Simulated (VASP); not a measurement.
# Ru: relaxation of cell and atoms with r2SCAN

The system is Ru.

```
CELL_PARAMETERS angstrom
2.70389 0.00000 0.00000
-1.35194 2.34164 0.00000
0.00000 0.00000 4.28168
ATOMIC_POSITIONS crystal
Ru 0.33333 0.66667 0.25000
Ru 0.66667 0.33333 0.75000
```

```yaml
Program: VASP 6.6.1
Task: relaxation of cell and atoms
Functional: r2SCAN
Potentials_or_basis: VASP PAW PBE potentials, release 64 (Ru_pv)
Cutoff: 600 eV
k_mesh: 21 × 21 × 12
Occupations: fermi-dirac, width 0.05 eV
Spin: no spin polarisation
Dipole_correction: no
Further_INCAR_settings: ALGO = Normal; EDIFF = 1e-06; IBRION = 2; EDIFFG = -0.003; NSW = 100; ISIF = 3
```

| Property | Result |
| --- | --- |
| Energy gained by relaxing | 0.3 meV/atom |
| Ionic steps | 5 |
| Pressure after relaxing | 0.0 GPa |
| Band gap on the k mesh | zero (bands 14 and 15 overlap by 3.33 eV) |

The path:
| step | energy change (eV) | largest force (eV/Å) | pressure (GPa) | volume (Å³) |
| --- | --- | --- | --- | --- |
| 1 | 0.0000 | 0.0000 | -0.04 | 27.11 |
| 2 | -0.0001 | 0.0000 | 0.24 | 27.09 |
| 3 | -0.0005 | 0.0000 | 0.08 | 27.10 |
| 4 | -0.0005 | 0.0000 | -0.22 | 27.13 |
| 5 | -0.0005 | 0.0000 | 0.03 | 27.11 |

Final structure:
```
CELL_PARAMETERS angstrom
2.70782 0.00000 0.00000
-1.35391 2.34504 0.00000
0.00000 0.00000 4.26904
ATOMIC_POSITIONS crystal
Ru 0.33333 0.66667 0.25000
Ru 0.66667 0.33333 0.75000
```

Levels at points of the mesh, in eV from the Fermi level:
```tsv
k point	band 12	band 13	band 14	band 15	band 16	band 17
(0.00, 0.00, 0.00)	-2.01	-2.01	-1.51	-1.51	1.22	1.22
(0.00, 0.00, 0.50)	-2.91	-2.82	-2.82	0.55	0.55	0.55
```

It took 73 min on 1 thread of Oxide Virtual Turin-like Processor, with other jobs on the host, peak memory 0.27 GiB.

Caveat: the PAW data sets were made with another functional, which shifts forces and pressure a little.
